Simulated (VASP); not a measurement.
# Te (R-3m) in VASP: notebook, part 2 of 2

VASP 6.6.1.

### 5 Single point, PBEsol (volume 33.671 Å^3 an atom, c/a of the conventional cell 1.0930)

Contents of INCAR:

```
SYSTEM = Te
ALGO = Normal
EDIFF = 1E-6
ENCUT = 520
GGA = PS
ISIF = 2
ISMEAR = 0
LASPH = .TRUE.
LCHARG = .FALSE.
LREAL = .FALSE.
LWAVE = .FALSE.
NBANDS = 9
NELM = 100
PREC = Accurate
SIGMA = 0.15
```

Contents of KPOINTS:

```
k-points
0
G
  15 15 15
  0 0 0
```

Contents of POSCAR:

```
Te
1.0
    2.3716221415      1.3692566819      1.7281220004
   -2.3716221415      1.3692566819      1.7281220004
    0.0000000000     -2.7385133636      1.7281220005
Te
1
Direct
    0.5000000000      0.5000000000      0.5000000000
```

Potentials or basis: VASP PAW PBE potentials, release 64 (Te).

The run is started by

```sh
> cat potpaw_PBE.64/Te/POTCAR > POTCAR
> mpirun -np 1 vasp_std > vasp.out
```

OUTCAR:

```text
SYSTEM = Te
   EDIFF = 1E-6
   ENCUT = 520
   GGA = PS
   ISIF = 2
   ISMEAR = 0
   LASPH = .TRUE.
   LREAL = .FALSE.
   NELM = 100
   PREC = Accurate

 ion  position               nearest neighbor table
   1  0.500  0.500  0.500-

  LATTYP: Found a trigonal (rhomboedric) cell.
 ALAT       =     3.2381879333
 COS(alpha) =    -0.0727953638

  Lattice vectors:

 A1 = (   2.3716221415,   1.3692566819,   1.7281220004)
 A2 = (  -2.3716221415,   1.3692566819,   1.7281220004)
 A3 = (   0.0000000000,  -2.7385133636,   1.7281220005)

Analysis of symmetry for initial positions (statically):
=====================================================================
 Subroutine PRICEL returns:
 Original cell was already a primitive cell.

 Routine SETGRP: Setting up the symmetry group for a
 trigonal (rhombohedral) supercell.

 Subroutine GETGRP returns: Found 12 space group operations
 (whereof 12 operations were pure point group operations)
 out of a pool of 12 trial point group operations.

[... 161 lines left out ...]

 val. band max:        5.8392530622   @ k =  -0.4667   0.2667   0.2000
 cond. band min:       5.8751527719   @ k =  -0.2000   0.1333   0.0000
 fundamental gap:      0.0358997097
 Fermi energy:         5.8611095093

 k-point     1 :       0.0000    0.0000    0.0000
  band No.  band energies     occupation
      1      -7.4654      2.00000
      2       6.7965      0.00000
      3       7.2636      0.00000
      4       7.2636      0.00000
      5      12.0828      0.00000
      6      12.0828      0.00000
      7      12.1521      0.00000
      8      22.1401      0.00000
      9      22.1552      0.00000
[... 265 lines left out ...]
 k-point    24 :       0.2000    0.1333   -0.0000
  band No.  band energies     occupation
      1      -6.7996      2.00000
      2       3.9434      2.00000
      3       5.4483      1.99990
      4       7.6185      0.00000
      5      12.8620      0.00000
      6      14.9590      0.00000
      7      16.4123      0.00000
      8      18.5582      0.00000
      9      19.1100      0.00000

 [... further k-points ...]

------------------------ aborting loop because EDIFF is reached ----------------------------------------

  FORCE on cell =-STRESS in cart. coord.  units (eV):
  Direction    XX          YY          ZZ          XY          YZ          ZX
  --------------------------------------------------------------------------------------
  -------------------------------------------------------------------------------------
  Total       -0.9404180     -0.9404180     -0.6984520      0.0000000     -0.0000000      0.0000000
  in kB      -44.7481934    -44.7481934    -33.2346536      0.0000000     -0.0000000      0.0000000
  external PRESSURE =     -40.9103468 kB  Pullay stress =       0.0000000 kB

 VOLUME and BASIS-vectors are now :
 -----------------------------------------------------------------------------
  energy-cutoff  :      520.00
  volume of cell :       33.67
      direct lattice vectors                 reciprocal lattice vectors
     2.371622142  1.369256682  1.728122000     0.210826165  0.121720543  0.192887616
    -2.371622142  1.369256682  1.728122000    -0.210826165  0.121720543  0.192887616
     0.000000000 -2.738513364  1.728122000     0.000000000 -0.243441086  0.192887616

 POSITION                                       TOTAL-FORCE (eV/Angst)
 -----------------------------------------------------------------------------------
      0.00000      0.00000      2.59218         0.000000     -0.000000     -0.000000
 -----------------------------------------------------------------------------------
    total drift:                                0.000000      0.000000     -0.000000

  FREE ENERGIE OF THE ION-ELECTRON SYSTEM (eV)
  ---------------------------------------------------
  free  energy   TOTEN  =        -3.4746826729 eV

  energy  without entropy=       -3.4689909307  energy(sigma->0) =       -3.47183680
```

OSZICAR:

```text
N       E                     dE             d eps       ncg     rms          rms(c)
DAV:   1     0.174351468179E+02    0.17435E+02   -0.24913E+03  6192   0.529E+02
DAV:   2    -0.287018694063E+01   -0.20305E+02   -0.19466E+02  7911   0.718E+01
DAV:   3    -0.346971500414E+01   -0.59953E+00   -0.59801E+00  7599   0.156E+01
DAV:   4    -0.347468079360E+01   -0.49658E-02   -0.49655E-02  8565   0.161E+00
DAV:   5    -0.347473544942E+01   -0.54656E-04   -0.54656E-04  7866   0.134E-01    0.690E+00
DAV:   6    -0.347451617488E+01    0.21927E-03   -0.15608E-03  7212   0.202E-01    0.424E+00
DAV:   7    -0.347470458677E+01   -0.18841E-03   -0.32473E-03  6724   0.291E-01    0.129E-01
DAV:   8    -0.347468232107E+01    0.22266E-04   -0.13095E-04  6834   0.643E-02    0.333E-02
DAV:   9    -0.347468267292E+01   -0.35186E-06   -0.50767E-06  8521   0.138E-02
   1 F= -.34746827E+01 E0= -.34718368E+01  d E =-.569174E-02
```

Wall time 16 s (1 thread of Intel Xeon 6975P-C (Granite Rapids), shared host); peak memory 0.21 GiB.

Results:

| Quantity | Value |
| --- | --- |
| Free energy | -3.4747 eV |
| Pressure | -4.1 GPa |
| Band gap on the k mesh | zero (band 3 reaches 8.09 eV, above the bottom of band 4 at 3.66 eV) |

Stress tensor (GPa, compression positive):
```
-4.47  0.00  0.00
 0.00 -4.47  0.00
 0.00  0.00 -3.32
```

Levels at points of the mesh, in eV from the Fermi level:
| k point | band 1 | band 2 | band 3 | band 4 | band 5 | band 6 | band 7 |
| --- | --- | --- | --- | --- | --- | --- | --- |
| (0.00, 0.00, 0.00) | -13.33 | 0.94 | 1.40 | 1.40 | 6.22 | 6.22 | 6.29 |

Caveat: the PAW data sets were made with another functional, which shifts forces and pressure a little; spin-orbit coupling is left out, which moves the levels of the heavy elements.

### 6 Single point, PBEsol (volume 33.671 Å^3 an atom, c/a of the conventional cell 1.1226)

Contents of INCAR:

```
PREC = Accurate
ENCUT = 520
EDIFF = 1E-6
ISMEAR = 0
SIGMA = 0.15
LREAL = F
LASPH = T
NELM = 60
ALGO = Normal
ISIF = 2
LWAVE = F
LCHARG = F
GGA = PS
NBANDS = 9
```

Contents of KPOINTS:

```
regular mesh
0
Gamma
  15 15 15
```

Contents of POSCAR:

```
Te
1.0
    2.3505917324      1.3571147695      1.7591828525
   -2.3505917324      1.3571147695      1.7591828525
    0.0000000000     -2.7142295389      1.7591828526
Te
1
Direct
    0.5000000000      0.5000000000      0.5000000000
```

Potentials or basis: VASP PAW PBE potentials, release 64 (Te).

The run is started by

```sh
> cat potpaw_PBE.64/Te/POTCAR > POTCAR
> mpirun -np 1 vasp_std > vasp.out
```

It took 14 s on 1 thread of Intel Xeon 6975P-C (Granite Rapids), shared host; peak memory 0.21 GiB.

It converged, with:

```
Free energy            : -3.4785 eV
Pressure               : -3.9 GPa
Band gap on the k mesh : zero (band 3 reaches 8.16 eV, above the bottom of band 4 at 3.56 eV)
```

Stress tensor (GPa, compression positive):
```
-4.22  0.00  0.00
 0.00 -4.22  0.00
 0.00  0.00 -3.36
```

Levels at points of the mesh, in eV from the Fermi level:
```tsv
k point	band 1	band 2	band 3	band 4	band 5	band 6
(0.00, 0.00, 0.00)	-13.35	0.98	1.34	1.34	6.17	6.17
```

Caveat: the PAW data sets were made with another functional, which shifts forces and pressure a little; spin-orbit coupling is left out, which moves the levels of the heavy elements.

### 7 Summary

```csv
cell,gap on the mesh (eV),pressure (GPa)
"a = 3.205 Å, angles 92.3°, 1 atom",none,-2.8
"a = 3.208 Å, angles 93.2°, 1 atom",none,-2.9
"a = 3.232 Å, angles 92.3°, 1 atom",none,-3.8
"a = 3.238 Å, angles 94.2°, 1 atom",none,-4.1
"a = 3.234 Å, angles 93.2°, 1 atom",none,-3.9
```

Alike in all rows: task single point; level PBEsol; potentials or basis VASP PAW PBE potentials, release 64 (Te); no spin polarisation; k mesh 15 × 15 × 15; cutoff (eV) 520; smearing gaussian 0.15 eV.

Caveats: the PAW data sets were made with another functional, which shifts forces and pressure a little; spin-orbit coupling is left out, which moves the levels of the heavy elements.

Absolute energies hang on the potentials; compare differences alone.
